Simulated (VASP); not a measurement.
A run of VASP 6.6.1:

File INCAR:

```
ALGO = Normal
DIPOL = 0.5 0.5 0.494
EDIFF = 1E-6
ENCUT = 520
GGA = CA
IDIPOL = 3
ISIF = 2
ISMEAR = 0
ISPIN = 2
LASPH = True
LCHARG = False
LDIPOL = True
LORBIT = 11
LREAL = False
LWAVE = False
MAGMOM = 0 1 0 0 0 0 0 0 0 0
NBANDS = 32
NELM = 150
PREC = Accurate
SIGMA = 0.05
```

KPOINTS

```
k-points
0
Gamma
  12 12 1
```

File POSCAR:

```
HC4
1.0
    2.4973156147      0.0000000000      0.0000000000
   -1.2486578074      2.1627387636      0.0000000000
    0.0000000000      0.0000000000     26.7669113980
H C
2 8
Direct
    0.0000000000      0.0000000000      0.3175562497
    0.3333333333      0.6666666667      0.5781802892
    0.0000000000      0.0000000000      0.3601461468
    0.6666666667      0.3333333333      0.3791906457
    0.6666666667      0.3333333333      0.4363241424
    0.3333333333      0.6666666667      0.4553686414
    0.3333333333      0.6666666667      0.5134950810
    0.0000000000      0.0000000000      0.5313700426
    0.0000000000      0.0000000000      0.6858025600
    0.6666666667      0.3333333333      0.6858011832
```

Potentials or basis: VASP PAW LDA potentials, release 64 (H, C).

Command:

```console
$ cat potpaw_LDA.64/H/POTCAR potpaw_LDA.64/C/POTCAR > POTCAR
$ mpirun -np 1 vasp_std > vasp.out
```

Hardware: 1 thread of Intel Xeon 8259CL, on a shared host.

Question: How long does it take, and how much memory?

Answer: Wall time 11 min on 1 thread of Intel Xeon 8259CL, with other jobs on the host, peak memory 0.3 GiB. Counts: scf iterations 30, k points 19.
